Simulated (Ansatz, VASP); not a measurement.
**One calculation of InAs, two programs**

```xyz
2
Lattice="0.0000 2.8773 2.8773 2.8773 0.0000 2.8773 2.8773 2.8773 0.0000" Properties=species:S:1:pos:R:3 pbc="T T T"
In    2.8773    2.8773    2.8773
As    0.0000    0.0000    0.0000
```

Alike in both runs: task single point; functional PBEsol; dispersion D4; k mesh 4 × 4 × 4; occupations gaussian, width 0.1 eV; no spin polarisation.

|  | VASP | Ansatz |
| --- | --- | --- |
| version | VASP 6.6.1 | Ansatz 0.2.0 |
| potentials or method | VASP PAW PBE potentials, release 64 (In_d, As), cutoff 500 eV | scalar-relativistic, plane waves, PAW |
| valence electrons in the cell | 18 | 28 |

|  | VASP | Ansatz | Ansatz less VASP |
| --- | --- | --- | --- |
| gap on the k mesh at the Fermi level (eV) | none | none | - |
| pressure (GPa) | -3.8 | -4.0 | -0.13 |

VASP's potentials were made for PBE, not for PBEsol. A gap of «none» marks a metal or a gap that the smearing closes. VASP's potentials hold 18 valence electrons a cell and Ansatz's 28, so a difference there can come from the potentials and not from the codes.

The k mesh is coarse, so the values compare programs but aren't converged.
